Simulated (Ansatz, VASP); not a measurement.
## C: VASP beside Ansatz

```
C
1.0
     0.00000    2.13414    3.39478
     1.23279    0.00000    3.39478
     1.23279    2.13414    0.00000
C
2
Direct
  0.16670 0.83330 0.16670
  0.83330 0.16670 0.83330
```

Alike in both runs: functional PBE; dispersion D3(BJ); k mesh 18 × 18 × 18; occupations gaussian, width 0.02 eV; no spin polarisation.

Ansatz relaxed the structure, and its values are those at the end. VASP's run is a single point on that final structure, the one shown.

|  | VASP | Ansatz |
| --- | --- | --- |
| version | VASP 6.6.1 | Ansatz 0.2.0 |
| potentials or method | VASP PAW PBE potentials, release 64 (C), cutoff 520 eV | scalar-relativistic, plane waves, PAW |
| valence electrons in the cell | 8 | 8 |

Ansatz gave:

- gap on the k mesh at the Fermi level (eV): 0.07
- least direct gap on the mesh (eV): 0.14
- pressure (GPa): 0.0

Problem. Which values does VASP return?

Solution. gap on the k mesh at the Fermi level (eV): 0.07; least direct gap on the mesh (eV): 0.14; pressure (GPa): 0.4.
